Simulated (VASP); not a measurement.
Input of a VASP 6.6.1 run:

Contents of INCAR:

```
SYSTEM = Cd2SeO
PREC     = Accurate       ! precision mode
ENCUT    = 520            ! plane-wave cutoff, eV
EDIFF    = 1E-7           ! SCF threshold, eV
ISMEAR   = -1             ! smearing method
SIGMA    = 0.02           ! smearing width, eV
LREAL    = .False.        ! projectors in reciprocal space
LASPH    = .True.         ! aspherical terms in the spheres
NELM     = 60             ! most SCF steps
ALGO     = Normal         ! electronic algorithm
ISIF     = 2              ! what is computed and relaxed
LWAVE    = .False.        ! write WAVECAR
LCHARG   = .True.         ! write CHGCAR
GGA      = PE             ! functional
LELF     = .True.         ! ELF
LVHAR    = .True.       
NBANDS   = 26             ! bands
```

KPOINTS

```
regular mesh
0
Gamma
  6 6 4
  0 0 0
```

Contents of POSCAR:

```
Cd2SeO
1.0
    3.8053662138      0.0000000000      0.0000000000
    0.0000000000      3.8053662138      0.0000000000
    0.0000000000      0.0000000000      5.2351033080
O Cd Se
1 2 1
Direct
    0.0000000000      0.0000000000      0.0000000000
    0.0000000000      0.0000000000      0.5000000000
    0.5000000000      0.5000000000      0.0000000000
    0.5000000000      0.5000000000      0.5000000000
```

Potentials or basis: VASP PAW PBE potentials, release 64 (O, Cd, Se).

Run with:

```bash
$ cat potpaw_PBE.64/O/POTCAR potpaw_PBE.64/Cd/POTCAR potpaw_PBE.64/Se/POTCAR > POTCAR
$ mpirun -np 1 vasp_std > vasp.out
```

**Question.** Estimate the pressure.

**Answer.** 0.6 GPa.

**Question.** Predict the band gap on the k mesh.

**Answer.** Zero (bands 18 and 19 overlap by 0.44 eV).

Stress tensor (GPa, compression positive):
```
0.47 0.00 0.00
0.00 0.47 0.00
0.00 0.00 0.72
```

Caveat: semilocal functionals underestimate gaps, so a narrow gap can read as zero.
